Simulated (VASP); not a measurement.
Set up this calculation in VASP 6.6.1, as the native input.

```yaml
Task: single point
Functional: PBE
Potentials_or_basis: VASP PAW PBE potentials, release 64 (Ti_sv)
Cutoff: 520 eV
k_mesh: 18 × 18 × 18
Occupations: fermi-dirac, width 0.05 eV
Spin: non-collinear spin, zero start, spin-orbit coupling
Starting_moments: "[[0.0, 0.0, 0.0]] μB"
Dipole_correction: no
Further_INCAR_settings: ALGO = Normal; EDIFF = 1e-06; NBANDS = 23
```

The structure of Ti lies in POSCAR:

```
Ti
1.0
   -1.6258179727      1.6258179727      1.6258179727
    1.6258179727     -1.6258179727      1.6258179727
    1.6258179727      1.6258179727     -1.6258179727
Ti
1
Direct
    0.0000000000      0.0000000000      0.0000000000
```

These files were run (other wordings do the same):

INCAR

```
SYSTEM = Ti
PREC = Accurate
ENCUT = 520
EDIFF = 1E-6
ISMEAR = -1
SIGMA = 0.05
LREAL = .False.
LASPH = .True.
NELM = 150
ALGO = Normal
ISIF = 2
LWAVE = .False.
LCHARG = .False.
LNONCOLLINEAR = .True.
MAGMOM = 0 0 0
LORBIT = 11
LSORBIT = .True.
GGA_COMPAT = .False.
LORBMOM = .True.
LMAXMIX = 4
GGA = PE
NBANDS = 23
```

KPOINTS

```
Automatic mesh
0
Gamma
  18 18 18
  0 0 0
```

Potentials or basis: VASP PAW PBE potentials, release 64 (Ti_sv).

Launch:

```bash
$ cat potpaw_PBE.64/Ti_sv/POTCAR > POTCAR
$ mpirun -np 1 vasp_ncl > vasp.out
```

It gave:

```json
{
 "Pressure": "0.1 GPa",
 "Net moment": "0.00 μB per cell",
 "Valence electrons inside the program's atomic spheres": "Ti 10.28"
}
```

It took 81 s on 1 thread of Intel(R) Xeon(R) Platinum 8488C (Sapphire Rapids) (shared host), peak memory 0.26 GiB.
